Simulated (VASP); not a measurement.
Set up this calculation in VASP 6.6.1, as the native input.

```
Task                   : single point
Functional             : PBE
Potentials or basis    : VASP PAW PBE potentials, release 64 (Cd, S)
Cutoff                 : 520 eV
k mesh                 : 6 × 6 × 2
Occupations            : gaussian, width 0.01 eV
Spin                   : no spin polarisation
Dipole correction      : no
Further INCAR settings : ALGO = Normal; EDIFF = 1e-06; NBANDS = 26
```

The structure of CdS lies in POSCAR:

```
CdS
1.0
    3.8410415924      0.0000000000      0.0000000000
   -1.9205207962      3.3264395960      0.0000000000
    0.0000000000      0.0000000000      6.4452705668
Cd S
2 2
Direct
    0.0000000000      0.0000000000      0.0000000000
    0.0000000000      0.0000000000      0.5000000000
    0.3333333333      0.6666666667      0.2500000000
    0.6666666667      0.3333333333      0.7500000000
```

One way to write it, as run:

INCAR

```
  PREC = Accurate
  ENCUT = 520
  EDIFF = 1E-6
  ISMEAR = 0
  SIGMA = 0.01
  LREAL = False
  LASPH = True
  NELM = 80
  ALGO = Normal
  ISIF = 2
  LWAVE = False
  LCHARG = True
  GGA = PE
  LELF = True
  LVHAR = True
  NBANDS = 26
```

KPOINTS

```
regular mesh
0
Gamma
  6 6 2
```

Potentials or basis: VASP PAW PBE potentials, release 64 (Cd, S).

The run is started by

```sh
$ cat potpaw_PBE.64/Cd/POTCAR potpaw_PBE.64/S/POTCAR > POTCAR
$ mpirun -np 1 vasp_std > vasp.out
```

It gave:

The pressure is 2.2 GPa and the band gap on the k mesh is 0.63 eV, direct.

Caveat: the k points lie up to 0.49 Å⁻¹ apart.

Wall time 58 s on 1 thread of Intel Xeon 6975P-C, on a shared host, peak memory 0.2 GiB.
